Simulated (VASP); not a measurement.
Input of a VASP 6.6.1 run:

Contents of INCAR:

```
PREC = Accurate
ENCUT = 520
EDIFF = 1E-7
ISMEAR = 0
SIGMA = 0.2
LREAL = F
LASPH = T
NELM = 80
ALGO = Normal
ISIF = 2
LWAVE = F
LCHARG = F
GGA = PE
NBANDS = 60
```

File KPOINTS:

```
regular mesh
0
Gamma
  4 4 3
```

The input POSCAR:

```
Zr3W
1.0
    4.8825656612      0.0000000000      0.0000000000
   -2.4412828306      4.2284258983      0.0000000000
    0.0000000000      0.0000000000      8.5926538053
Zr W
6 2
Direct
    0.3333333333      0.6666666667      0.8403604631
    0.3333333333      0.6666666667      0.1596395369
    0.6666666667      0.3333333333      0.1596395369
    0.6666666667      0.3333333333      0.8403604631
    0.3333333333      0.6666666667      0.5000000000
    0.6666666667      0.3333333333      0.5000000000
    0.0000000000      0.0000000000      0.0000000000
    0.0000000000      0.0000000000      0.5000000000
```

Potentials or basis: VASP PAW PBE potentials, release 64 (Zr_sv, W_sv).

Launch:

```bash
$ cat potpaw_PBE.64/Zr_sv/POTCAR potpaw_PBE.64/W_sv/POTCAR > POTCAR
$ mpirun -np 1 vasp_std > vasp.out
```

Q: Estimate the pressure.

A: 0.4 GPa.

Q: What does it give for the band gap on the k mesh?

A: Zero (bands 50 and 51 overlap by 0.81 eV).

Q: Estimate the largest force.

A: 0.022 eV/Å.

Stress tensor (GPa, compression positive):
```
0.31 0.00 0.00
0.00 0.31 0.00
0.00 0.00 0.52
```

Caveat: the k points lie up to 0.37 Å⁻¹ apart, too coarse for converged energies and pressures of a metal; spin-orbit coupling is left out, which moves the levels of the heavy elements.
